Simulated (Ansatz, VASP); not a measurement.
## KLaC: VASP beside Ansatz

INCAR

```
SYSTEM = KLaC
  ALGO = Normal
  EDIFF = 1E-6
  EDIFFG = -0.01
  ENCUT = 600
  GGA = PE
  IBRION = 2
  ISIF = 3
  ISMEAR = 0
  LASPH = .True.
  LCHARG = .False.
  LREAL = .False.
  LWAVE = .False.
  NELM = 100
  NSW = 100
  PREC = Accurate
  SIGMA = 0.1
```

File KPOINTS:

```
k-points
0
Gamma
  10 10 10
  0 0 0
```

File POSCAR:

```
KLaC
1.0
    3.0185097996     -3.3604534026      0.0000000000
    3.0185097996      3.3604534026      0.0000000000
    0.0000000000      0.0000000000      4.5949639158
K La C
1 1 1
Direct
    0.5000000000      0.5000000000      0.5000000000
    0.0000000000      0.0000000000      0.5000000000
    0.5000000000      0.5000000000      0.0000000000
```

Input for Ansatz:

```yaml
crystal:
  lattice:
    - [3.0185097996, -3.3604534026, 0.0]
    - [3.0185097996, 3.3604534026, 0.0]
    - [0.0, 0.0, 4.5949639158]
  atoms:
    - { symbol: K, position: [0.5, 0.5, 0.5] }
    - { symbol: La, position: [0.0, 0.0, 0.5] }
    - { symbol: C, position: [0.5, 0.5, 0.0] }
basis:
  ecutwfc: 420
kpoints:
  mp_grid: { grid: [10, 10, 10] }
hamiltonian:
  xc: pbe
scf:
  occupations: { method: gaussian, width: 0.1 }
output:
  forces: true
  stress: true
  eigenvalues: true
  write_density: true
  write_potential: true
  elf: true
  volumetric_format: npy
relax:
  adjacent_minimum: "off"
  f_tol: 0.01
  max_steps: 80
  cell: { stress_tol: 0.05 }
```

Alike in both runs: task relaxation of cell and atoms; functional PBE; k mesh 10 × 10 × 10; occupations gaussian, width 0.1 eV; no spin polarisation.

|  | VASP | Ansatz |
| --- | --- | --- |
| version | VASP 6.6.1 | Ansatz 0.2.0 |
| potentials or method | VASP PAW PBE potentials, release 64 (K_sv, La, C), cutoff 600 eV | scalar-relativistic, plane waves, PAW |
| valence electrons in the cell | 24 | 24 |

```csv
,VASP,Ansatz,Ansatz less VASP
"gap on the k mesh at the Fermi level, each at its own relaxed structure (eV)",none,none,-
relaxed volume (Å³/atom),31.08,30.79,-0.291
relaxed cell length with the largest relative difference (Å),4.611,4.593,-0.0177
```

A gap of «none» marks a metal or a gap that the smearing closes.

Neither program's run includes spin-orbit coupling.
